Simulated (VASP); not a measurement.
# SiC (F-43m) in VASP: a series of runs

The runs below take SiC through single point, with PBE.

All numbers are computed with VASP 6.6.1; they aren't measurements. Logs are shortened: lines on timing, memory, paths and dates and some standing lists are left out, and cuts for length are marked.

**The experiment to reproduce.**

“Insight into the structural, elastic and electronic properties of a new orthorhombic 6O-SiC polytype”, 2020, pmc:7200658 quotes, for a bulk crystal of SiC: band gap 2.4 eV (indirect).

How close the calculation comes is told below.

## (1) The cell of the first run

The structure is cubic, space group F-43m (No. 216). Conventional cell: a = 4.380 Å, b = 4.380 Å, c = 4.380 Å, α = 90.00°, β = 90.00°, γ = 90.00°. Within 2.5 Å of Si (site symmetry -43m) lie 4 C at 1.90 Å. C (site symmetry -43m) has 4 Si at 1.90 Å within 2.5 Å.

## (2) Single point, PBE

Contents of INCAR:

```
PREC = Accurate
ENCUT = 520
EDIFF = 1E-6
ISMEAR = 0
SIGMA = 0.05
LREAL = F
LASPH = T
NELM = 100
ALGO = Normal
ISIF = 2
LWAVE = F
LCHARG = F
GGA = PE
NBANDS = 11
```

Contents of KPOINTS:

```
Automatic mesh
0
Gamma
  10 10 10
```

Contents of POSCAR:

```
SiC
1.0
    0.0000000000      2.1898271435      2.1898271435
    2.1898271435      0.0000000000      2.1898271435
    2.1898271435      2.1898271435      0.0000000000
Si C
1 1
Direct
    0.0000000000      0.0000000000      0.0000000000
    0.7500000000      0.7500000000      0.7500000000
```

Potentials or basis: VASP PAW PBE potentials, release 64 (Si, C).

Command:

```bash
> cat potpaw_PBE.64/Si/POTCAR potpaw_PBE.64/C/POTCAR > POTCAR
> mpirun -np 1 vasp_std > vasp.out
```

OUTCAR:

```text
PREC = Accurate
   ENCUT = 520
   EDIFF = 1E-6
   ISMEAR = 0
   LREAL = F
   LASPH = T
   NELM = 100
   ISIF = 2
   GGA = PE

 ion  position               nearest neighbor table
   1  0.000  0.000  0.000-   2 1.90   2 1.90   2 1.90   2 1.90
   2  0.750  0.750  0.750-   1 1.90   1 1.90   1 1.90   1 1.90

  LATTYP: Found a face centered cubic cell.
 ALAT       =     4.3796542870

  Lattice vectors:

 A1 = (   0.0000000000,   2.1898271435,   2.1898271435)
 A2 = (   2.1898271435,   0.0000000000,   2.1898271435)
 A3 = (   2.1898271435,   2.1898271435,   0.0000000000)

Analysis of symmetry for initial positions (statically):
=====================================================================
 Subroutine PRICEL returns:
 Original cell was already a primitive cell.

 Routine SETGRP: Setting up the symmetry group for a
 face centered cubic supercell.

 Subroutine GETGRP returns: Found 24 space group operations
 (whereof 24 operations were pure point group operations)
 out of a pool of 48 trial point group operations.

The static configuration has the point symmetry T_d .

Analysis of symmetry for dynamics (positions and initial velocities):
=====================================================================
 Subroutine PRICEL returns:
 Original cell was already a primitive cell.

 Routine SETGRP: Setting up the symmetry group for a
 face centered cubic supercell.

 Subroutine GETGRP returns: Found 24 space group operations
 (whereof 24 operations were pure point group operations)
 out of a pool of 48 trial point group operations.

The dynamic configuration has the point symmetry T_d .

 Subroutine INISYM returns: Found 24 space group operations
 (whereof 24 operations are pure point group operations),
 and found     1 'primitive' translations

----------------------------------------------------------------------------------------

                                     Primitive cell

  volume of cell :      21.0019

  direct lattice vectors                    reciprocal lattice vectors
     0.000000000  2.189827144  2.189827144    -0.228328524  0.228328524  0.228328524
     2.189827144  0.000000000  2.189827144     0.228328524 -0.228328524  0.228328524
     2.189827144  2.189827144  0.000000000     0.228328524  0.228328524 -0.228328524

  length of vectors
     3.096883246  3.096883246  3.096883246     0.395476605  0.395476605  0.395476605

  position of ions in fractional coordinates (direct lattice)
     0.000000000  0.000000000  0.000000000
     0.750000000  0.750000000  0.750000000

[... 79 lines left out ...]
   NSW    =      0    number of steps for IOM
   IBRION =     -1    ionic relax: 0-MD 1-quasi-New 2-CG
   NFREE  =      0    steps in history (QN), initial steepest desc. (CG)
   ISIF   =      2    stress and relaxation
   ISYM   =      2    0-nonsym 1-usesym 2-fastsym
   POTIM  = 0.5000    time-step for ionic-motion
   TEBEG  =    0.0;   TEEND  =   0.0 temperature during run
   PSTRESS=    0.0 pullay stress
   NELECT =       8.0000    total number of electrons
   NUPDOWN=      -1.0000    fix difference up-down
   EMIN   =  10.00;   EMAX   =-10.00  energy-range for DOS
   EFERMI =   0.00;   METHOD = LEGACY
   ISMEAR =     0;   SIGMA  =   0.05  broadening in eV -4-tet -1-fermi 0-gaus
   EFERMI_NEDOS =   21; number of points for ismear=-14 and -15
   IALGO  =     38    algorithm
   IMIX   =      4    mixing-type and parameters
     AMIX     =   0.40;   BMIX     =  1.00
     AMIX_MAG =   1.60;   BMIX_MAG =  1.00
  volume/ion in A,a.u.               =      10.50        70.86
  Fermi-wavevector in a.u.,A,eV,Ry     =   1.186729  2.242593 19.161444  1.408326
  Thomas-Fermi vector in A             =   2.322896
   LORBIT       =      0    0 simple, 1 ext, 2 COOP (PROOUT), +10 PAW based schemes
   GGA     = PE    functional components
   LHFCALC =     F    Hartree Fock is set to
   AEXX    =    0.0000 exact exchange contribution
   IVDW    =     0    specifies the selected vdW correction
   LEPSILON=     F    determine dielectric tensor
   LRPA    =     F    only Hartree local field effects (RPA)
 non-spin polarized calculation
 Gauss-broadening in eV      SIGMA  =   0.05
  energy-cutoff  :      520.00
  volume of cell :       21.00
 maximum number of plane-waves:       588
   NGX = 11   NGY = 11   NGZ = 11

 number of electron       8.0000001 magnetization

 Free energy of the ion-electron system (eV)
  ---------------------------------------------------
  ext. energy  EPLUGINS =         0.00000000
  ---------------------------------------------------
  free energy    TOTEN  =       -15.06083326 eV

  energy without entropy =      -15.06083326  energy(sigma->0) =      -15.06083326

 E-fermi :   8.1736     XC(G=0): -11.2914

 val. band max:        7.9410044238   @ k =   0.0000   0.0000   0.0000
 cond. band min:       9.3114535570   @ k =   0.5000   0.5000   0.0000
 fundamental gap:      1.3704491332
 Fermi energy:         8.1735955846

 k-point     1 :       0.0000    0.0000    0.0000
  band No.  band energies     occupation
      1      -7.3461      2.00000
      2       7.9410      2.00000
      3       7.9410      2.00000
      4       7.9410      2.00000
      5      14.0007      0.00000
      6      15.1457      0.00000
      7      15.1457      0.00000
      8      15.1457      0.00000
      9      22.3609      0.00000
     10      22.3609      0.00000
     11      24.1917      0.00000
[... 309 lines left out ...]
 k-point    24 :       0.4000    0.3000    0.0000
  band No.  band energies     occupation
      1      -4.2443      2.00000
      2       2.3774      2.00000
      3       4.8196      2.00000
      4       5.3397      2.00000
      5      10.7993      0.00000
      6      13.5037      0.00000
      7      19.4041      0.00000
      8      19.7326      0.00000
      9      21.5359      0.00000
     10      25.8813      0.00000
     11      28.9693      0.00000

 [... further k-points ...]
[... 5 lines left out ...]
  --------------------------------------------------------------------------------------
  -------------------------------------------------------------------------------------
  Total       -0.0048198     -0.0048198     -0.0048198      0.0000000      0.0000000      0.0000000
  in kB       -0.3676908     -0.3676908     -0.3676908      0.0000000      0.0000000      0.0000000
  external PRESSURE =      -0.3676908 kB  Pullay stress =       0.0000000 kB

 VOLUME and BASIS-vectors are now :
 -----------------------------------------------------------------------------
  energy-cutoff  :      520.00
  volume of cell :       21.00
      direct lattice vectors                 reciprocal lattice vectors
     0.000000000  2.189827144  2.189827144    -0.228328524  0.228328524  0.228328524
     2.189827144  0.000000000  2.189827144     0.228328524 -0.228328524  0.228328524
     2.189827144  2.189827144  0.000000000     0.228328524  0.228328524 -0.228328524

 POSITION                                       TOTAL-FORCE (eV/Angst)
 -----------------------------------------------------------------------------------
      0.00000      0.00000      0.00000         0.000000     -0.000000     -0.000000
      3.28474      3.28474      3.28474         0.000000      0.000000      0.000000
 -----------------------------------------------------------------------------------
    total drift:                               -0.000000     -0.000000     -0.000000

  FREE ENERGIE OF THE ION-ELECTRON SYSTEM (eV)
  ---------------------------------------------------
  free  energy   TOTEN  =       -15.0608332573 eV

  energy  without entropy=      -15.0608332573  energy(sigma->0) =      -15.06083326
```

OSZICAR:

```text
N       E                     dE             d eps       ncg     rms          rms(c)
DAV:   1     0.336596613798E+01    0.33660E+01   -0.38459E+03  1066   0.604E+02
DAV:   2    -0.162747979656E+02   -0.19641E+02   -0.18480E+02  1308   0.108E+02
DAV:   3    -0.168724088182E+02   -0.59761E+00   -0.59675E+00  1286   0.155E+01
DAV:   4    -0.168747612716E+02   -0.23525E-02   -0.23522E-02  1200   0.123E+00
DAV:   5    -0.168747720286E+02   -0.10757E-04   -0.10757E-04  1287   0.779E-02    0.866E+00
DAV:   6    -0.151131950714E+02    0.17616E+01   -0.64697E+00  1151   0.113E+01    0.383E+00
DAV:   7    -0.150682233594E+02    0.44972E-01   -0.36629E-01  1232   0.347E+00    0.176E+00
DAV:   8    -0.150606145382E+02    0.76088E-02   -0.20034E-02  1172   0.942E-01    0.172E-01
DAV:   9    -0.150607169716E+02   -0.10243E-03   -0.16710E-03  1292   0.231E-01    0.113E-01
DAV:  10    -0.150608305437E+02   -0.11357E-03   -0.24908E-04  1169   0.951E-02    0.264E-02
DAV:  11    -0.150608328320E+02   -0.22884E-05   -0.44945E-05  1253   0.345E-02    0.704E-03
DAV:  12    -0.150608332573E+02   -0.42529E-06   -0.20951E-06  1035   0.861E-03
   1 F= -.15060833E+02 E0= -.15060833E+02  d E =-.338524E-13
```

stdout:

```text
POSCAR found type information on POSCAR SiC
 POSCAR found :  2 types and       2 ions
 scaLAPACK will be used
 LDA part: xc-table for (Slater+PW92), standard interpolation
 POSCAR, INCAR and KPOINTS ok, starting setup
 FFT: planning ... GRIDC
 FFT: planning ... GRID_SOFT
 FFT: planning ... GRID
 WAVECAR not read
 entering main loop
```

Wall time 4.3 s (1 thread of Intel Xeon 6975P-C (Granite Rapids), shared host); peak memory 0.13 GiB.

Results:

| Quantity | Value |
| --- | --- |
| Free energy | -15.0608 eV |
| Pressure | 0.0 GPa |
| Band gap on the k mesh | 1.37 eV, indirect (least direct gap 4.53 eV) |

## (3) Single point, PBE

Contents of INCAR:

```
SYSTEM = SiC
ALGO = Normal ; EDIFF = 1E-7
ENCUT = 520 ; GGA = PE
ISIF = 2 ; ISMEAR = 0
LASPH = .True. ; LCHARG = .False.
LREAL = .False. ; LWAVE = .False.
NBANDS = 11 ; NELM = 60
PREC = Accurate ; SIGMA = 0.02
```

Contents of KPOINTS:

```
k-points
0
Gamma
  12 12 12
  0 0 0
```

POSCAR is that of step 2.

Potentials or basis: VASP PAW PBE potentials, release 64 (Si, C).

Command:

```bash
> cat potpaw_PBE.64/Si/POTCAR potpaw_PBE.64/C/POTCAR > POTCAR
> mpirun -np 1 vasp_std > vasp.out
```

Wall time 5.2 s (1 thread of Intel Xeon 6975P-C (Granite Rapids), shared host); peak memory 0.14 GiB.

The run converged. Its results:

- Free energy: -15.0610 eV
- Pressure: 0.0 GPa
- Band gap on the k mesh: 1.37 eV, indirect (least direct gap 4.53 eV)

Levels at points of the mesh, in eV from the valence-band top:
| k point | band 1 | band 2 | band 3 | band 4 | band 5 | band 6 | band 7 | band 8 | band 9 |
| --- | --- | --- | --- | --- | --- | --- | --- | --- | --- |
| (0.00, 0.00, 0.00) | -15.29 | 0.00 | 0.00 | 0.00 | 6.06 | 7.20 | 7.20 | 7.20 | 14.42 |
| (0.50, 0.00, 0.00) | -11.78 | -8.45 | -1.05 | -1.05 | 5.30 | 7.17 | 7.17 | 9.97 | 16.02 |
| (0.50, 0.50, 0.00) | -10.34 | -7.75 | -3.16 | -3.16 | 1.37 | 4.27 | 13.86 | 13.86 | 14.59 |

## (4) Single point, PBE

Contents of INCAR:

```
  ALGO = Normal
  EDIFF = 1E-7
  ENCUT = 520
  GGA = PE
  ISIF = 2
  ISMEAR = 0
  LASPH = True
  LCHARG = False
  LREAL = False
  LWAVE = False
  NBANDS = 11
  NELM = 100
  PREC = Accurate
  SIGMA = 0.05
```

Contents of KPOINTS:

```
k-points
0
Gamma
  12 12 12
```

POSCAR is that of step 3.

Command:

```bash
> cat potpaw_PBE.64/Si/POTCAR potpaw_PBE.64/C/POTCAR > POTCAR
> mpirun -np 1 vasp_std > vasp.out
```

Wall time 5.3 s (1 thread of Intel Xeon 6975P-C (Granite Rapids), shared host); peak memory 0.14 GiB.

The run converged. Its results:

```yaml
Free_energy: -15.0610 eV
Pressure: 0.0 GPa
Band_gap_on_the_k_mesh: 1.37 eV, indirect (least direct gap 4.53 eV)
```

Levels at points of the mesh, in eV from the valence-band top:
| k point | band 2 | band 3 | band 4 | band 5 | band 6 | band 7 |
| --- | --- | --- | --- | --- | --- | --- |
| (0.00, 0.00, 0.00) | 0.00 | 0.00 | 0.00 | 6.06 | 7.20 | 7.20 |
| (0.50, 0.00, 0.00) | -8.45 | -1.05 | -1.05 | 5.30 | 7.17 | 7.17 |
| (0.50, 0.50, 0.00) | -7.75 | -3.16 | -3.16 | 1.37 | 4.27 | 13.86 |

## (5) Single point, PBE

Contents of INCAR:

```
SYSTEM = SiC
PREC     = Accurate       ! precision mode
ENCUT    = 600            ! plane-wave cutoff, eV
EDIFF    = 1E-6           ! SCF threshold, eV
ISMEAR   = 1              ! smearing method
SIGMA    = 0.02           ! smearing width, eV
LREAL    = .FALSE.        ! projectors in reciprocal space
LASPH    = .TRUE.         ! aspherical terms in the spheres
NELM     = 120            ! most SCF steps
ALGO     = Normal         ! electronic algorithm
ISIF     = 2              ! what is computed and relaxed
LWAVE    = .FALSE.        ! write WAVECAR
LCHARG   = .FALSE.        ! write CHGCAR
GGA      = PE             ! functional
NBANDS   = 11             ! bands
GGA_COMPAT= .FALSE.
```

Contents of KPOINTS:

```
Automatic mesh
0
G
  12 12 12
  0 0 0
```

Contents of POSCAR:

```
SiC
1.0
    0.0000000000      2.1897251348      2.1897251348
    2.1897251348      0.0000000000      2.1897251348
    2.1897251348      2.1897251348      0.0000000000
Si C
1 1
Direct
    0.0000000000      0.0000000000      0.0000000000
    0.7500000000      0.7500000000      0.7500000000
```

Command:

```bash
> cat potpaw_PBE.64/Si/POTCAR potpaw_PBE.64/C/POTCAR > POTCAR
> mpirun -np 1 vasp_std > vasp.out
```

Wall time 19 s (1 thread of Intel Xeon 6975P-C, shared host); peak memory 0.16 GiB.

It converged, with:

- Free energy: -15.0623 eV
- Pressure: -0.1 GPa
- Band gap on the k mesh: 1.37 eV, indirect (least direct gap 4.53 eV)

Levels at points of the mesh, in eV from the valence-band top:
```csv
k point,band 1,band 2,band 3,band 4,band 5,band 6,band 7,band 8
"(0.00, 0.00, 0.00)",-15.29,0.00,0.00,0.00,6.06,7.21,7.21,7.21
"(0.50, 0.00, 0.00)",-11.78,-8.45,-1.05,-1.05,5.30,7.17,7.17,9.97
"(0.50, 0.50, 0.00)",-10.34,-7.75,-3.16,-3.16,1.37,4.27,13.86,13.86
```

## (6) Overview

```csv
k mesh,cutoff (eV),smearing,gap on the mesh (eV),pressure (GPa)
10 × 10 × 10,520,gaussian 0.05 eV,1.37,0.0
12 × 12 × 12,520,gaussian 0.02 eV,1.37,0.0
12 × 12 × 12,520,gaussian 0.05 eV,1.37,0.0
12 × 12 × 12,600,methfessel-paxton 0.02 eV,1.37,-0.1
```

Alike in all rows: task single point; level PBE; potentials or basis VASP PAW PBE potentials, release 64 (Si, C); no spin polarisation; cell a = 3.097 Å, angles 60.0°, 2 atoms.

On the cell as given the gap runs from 1.37 eV (PBE) to 1.37 eV (PBE); the meshes differ, which moves gaps too.

Absolute energies hang on the potentials; compare differences alone.

## (7) How close it comes

Step 2. Against the measured gap of SiC, 2.4 eV (indirect; quoted in “Insight into the structural, elastic and electronic properties of a new orthorhombic 6O-SiC polytype”, 2020, pmc:7200658), the calculated 1.37 eV is off by -1.03 eV. The value is that of PBE on a finite k mesh, which can miss the band edges, without temperature or zero-point motion. Semilocal functionals fall short of measured gaps as a rule.

Step 3. Measured gap of SiC: 2.4 eV (indirect; quoted in “Insight into the structural, elastic and electronic properties of a new orthorhombic 6O-SiC polytype”, 2020, pmc:7200658). This calculation gives 1.37 eV (-1.03 eV). The value is that of PBE on a finite k mesh, which can miss the band edges, without temperature or zero-point motion. Semilocal functionals fall short of measured gaps as a rule.

Step 4. Measured gap of SiC: 2.4 eV (indirect; quoted in “Insight into the structural, elastic and electronic properties of a new orthorhombic 6O-SiC polytype”, 2020, pmc:7200658). This calculation gives 1.37 eV (-1.03 eV). The value is that of PBE on a finite k mesh, which can miss the band edges, without temperature or zero-point motion. Semilocal functionals fall short of measured gaps as a rule.

Step 5. Measured gap of SiC: 2.4 eV (indirect; quoted in “Insight into the structural, elastic and electronic properties of a new orthorhombic 6O-SiC polytype”, 2020, pmc:7200658). This calculation gives 1.37 eV (-1.03 eV). The value is that of PBE on a finite k mesh, which can miss the band edges, without temperature or zero-point motion. Semilocal functionals fall short of measured gaps as a rule.
